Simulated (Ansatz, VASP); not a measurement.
One calculation of TiO2, two programs

```
Ti O
1.0
    -0.04794    2.39683    2.39683
     2.39683   -0.04794    2.39683
     2.34889    2.34889    0.00000
Ti O
1 2
Direct
  0.00000 0.00000 0.00000
  0.25224 0.25224 0.24776
  0.74776 0.74776 0.75224
```

Change from the starting cell: shear_xy strain -4.0%.

Alike in both runs: task single point; functional PBE; k mesh 10 × 10 × 10; occupations fermi-dirac, width 0.02 eV; no spin polarisation.

|  | VASP | Ansatz |
| --- | --- | --- |
| version | VASP 6.6.1 | Ansatz 0.2.0 |
| potentials or method | VASP PAW PBE potentials, release 64 (Ti_sv, O) | plane waves, PAW |
| plane-wave cutoff (eV) | 520 | 420 |
| valence electrons in the cell | 24 | 24 |

|  | VASP | Ansatz | Ansatz less VASP |
| --- | --- | --- | --- |
| gap on the k mesh at the Fermi level (eV) | 1.13 | 1.15 | +0.018 |
| pressure (GPa) | 7.0 | 6.1 | -0.86 |
| traceless stress, the component that is largest in VASP (GPa) | 1.47 | 1.38 | -0.090 |
| rms of the force components (eV/Å) | 0.016 | 0.012 | -0.0048 |

Atom by atom the forces differ by 0.005 eV/Å (rms over components). The functional is the same, so the differences come from potentials, cutoffs and numerics.
